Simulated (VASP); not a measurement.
Runs of VASP 6.6.1 on Ca. The structure is that of space group Fm-3m (No. 225), or close to it. The cells are those of the table. 

```tsv
task	cell	cutoff (eV)	gap on the mesh (eV)	pressure (GPa)
single point	a = 3.537 Å, angles 60.0°, 1 atom	520	-	7.0
single point	a = 3.791 Å, angles 60.0°, 1 atom	520	none	1.0
single point	a = 3.737 Å, angles 60.0°, 1 atom	520	none	2.0
single point	a = 3.342 Å, angles 60.0°, 1 atom	520	-	15.0
relaxation of cell and atoms	relaxed to 4 GPa from a = 3.858 Å, angles 60.0°, 1 atom	600	none	4.0
single point	a = 3.645 Å, angles 60.0°, 1 atom	520	none	4.0
single point	a = 3.858 Å, angles 60.0°, 1 atom	520	none	(a)
relaxation of cell and atoms	relaxed to 1 GPa from a = 3.858 Å, angles 60.0°, 1 atom	600	none	1.0
```

Alike in all rows: level PBEsol; potentials or basis VASP PAW PBE potentials, release 64 (Ca_sv); no spin polarisation; k mesh 18 × 18 × 18; smearing fermi-dirac 0.08 eV.

Problem. Fill in the values left out.

Solution. (a) 0.0.

Caveats: the PAW data sets were made with another functional, which shifts forces and pressure a little; the cell stands under pressure (at least some runs); the cell is relaxed towards a set pressure, so the run minimises the enthalpy, not the energy (at least some runs).

A gap of «none» marks levels without a gap at the run's occupations.
